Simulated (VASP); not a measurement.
La2O3, 5 atoms in the cell. The typed cell holds 5 atoms: a = 3.848 Å, b = 3.912 Å, c = 5.890 Å, α = 90.50°, β = 88.80°, γ = 118.60°. 

```yaml
Program: VASP 6.6.1
Task: single point
Functional: PBE
Potentials_or_basis: VASP PAW PBE potentials, release 64 (La, O)
Cutoff: 520 eV
k_mesh: 4 × 4 × 2
Occupations: methfessel-paxton, width 0.1 eV
Spin: no spin polarisation
Dipole_correction: no
Further_INCAR_settings: ALGO = Normal; EDIFF = 1e-06; NBANDS = 28
```

Potentials or basis: VASP PAW PBE potentials, release 64 (La, O).

The run is started by

```bash
$ cat potpaw_PBE.64/La/POTCAR potpaw_PBE.64/O/POTCAR > POTCAR
$ mpirun -np 1 vasp_std > vasp.out
```

Hardware: 1 thread of AMD EPYC 7R13 (shared host).

Q: How long does it take, and how much memory?

A: Wall time 110 s on 1 thread of AMD EPYC 7R13, on a shared host, peak memory 0.19 GiB. Counts: scf iterations 16, k points 20.
